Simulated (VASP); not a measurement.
The system is Se.

```
Se
1.0
     0.00000    3.08783    3.08783
     3.08783    0.00000    3.08783
     3.08783    3.08783    0.00000
Se
2
Direct
  0.12500 0.12500 0.12500
  0.87500 0.87500 0.87500
```

```yaml
Program: VASP 6.6.1
Task: relaxation of cell and atoms
Functional: RPBE
Potentials_or_basis: VASP PAW PBE potentials, release 64 (Se)
Cutoff: 600 eV
k_mesh: 9 × 9 × 9
Occupations: fermi-dirac, width 0.1 eV
Spin: no spin polarisation
```

At the start: pressure 5.0 GPa; volume 29.44 Å³/atom.

Problem. How do energy, volume and symmetry change on relaxing?

Solution. Over 3 steps the energy falls by 49.7 meV/atom and the volume is 32.96 Å³/atom (+11.9 %); space group Fd-3m (No. 227, to 0.05 Å).

The path:
```csv
step,energy change (eV),largest force (eV/Å),pressure (GPa),volume (Å³)
1,0.0000,0.0000,4.97,58.88
2,-0.0976,0.0000,-0.54,67.01
3,-0.0994,0.0000,0.02,65.92
```

Final structure:
```xyz
2
Lattice="0.0000 3.2062 3.2062 3.2062 0.0000 3.2062 3.2062 3.2062 0.0000" Properties=species:S:1:pos:R:3 pbc="T T T"
Se    0.8015    0.8015    0.8015
Se    5.6108    5.6108    5.6108
```

Caveat: the PAW data sets were made with another functional, which shifts forces and pressure a little.
